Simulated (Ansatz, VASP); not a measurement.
## One calculation of BN, two programs

The input INCAR:

```
SYSTEM = BN
  PREC = Accurate
  ENCUT = 600
  EDIFF = 1E-7
  ISMEAR = -1
  SIGMA = 0.03
  LREAL = .False.
  LASPH = .True.
  NELM = 120
  ALGO = Normal
  ISIF = 3
  LWAVE = .False.
  LCHARG = .False.
  GGA = PE
  IBRION = 2
  NSW = 100
  EDIFFG = -0.005
  GGA_COMPAT = .False.
  NELMIN = 4
```

Contents of KPOINTS:

```
regular mesh
0
Gamma
  16 16 16
  0 0 0
```

The input POSCAR:

```
BN
1.0
    0.0000000000      2.2322827293      2.2322827293
    2.2322827293      0.0000000000      2.2322827293
    2.2322827293      2.2322827293      0.0000000000
B N
1 1
Direct
    0.0000000000      0.0000000000      0.0000000000
    0.2500000000      0.2500000000      0.2500000000
```

Input for Ansatz:

```yaml
crystal:
  lattice:
    - [0.0, 2.2322827293, 2.2322827293]
    - [2.2322827293, 0.0, 2.2322827293]
    - [2.2322827293, 2.2322827293, 0.0]
  atoms:
    - { symbol: B, position: [0.0, 0.0, 0.0] }
    - { symbol: "N", position: [0.25, 0.25, 0.25] }
kpoints:
  mp_grid: { grid: [16, 16, 16] }
scf:
  occupations: { method: fermi_dirac, width: 0.03 }
hamiltonian:
  xc: pbe
  pseudopotentials: { kind: paw }
output:
  forces: true
  stress: true
relax:
  f_tol: 0.005
  max_steps: 80
  cell: {}
```

Alike in both runs: task relaxation of cell and atoms; functional PBE; k mesh 16 × 16 × 16; occupations fermi-dirac, width 0.03 eV; no spin polarisation.

|  | VASP | Ansatz |
| --- | --- | --- |
| version | VASP 6.6.1 | Ansatz 0.2.0 |
| potentials or method | VASP PAW PBE potentials, release 64 (B, N) | PAW with Ansatz's default frozen-core files, scalar-relativistic |
| plane-wave cutoff (eV) | 600 | 420 |
| valence electrons in the cell | 8 | 8 |

```tsv
	VASP	Ansatz	Ansatz less VASP
relaxed volume (Å³/atom)	5.96	5.95	-0.007
relaxed cell length with the largest relative difference (Å)	2.564	2.563	-0.0010
```

Noted on VASP's run: the volume moved by over 15 % at a fixed basis, so the end points are rough.
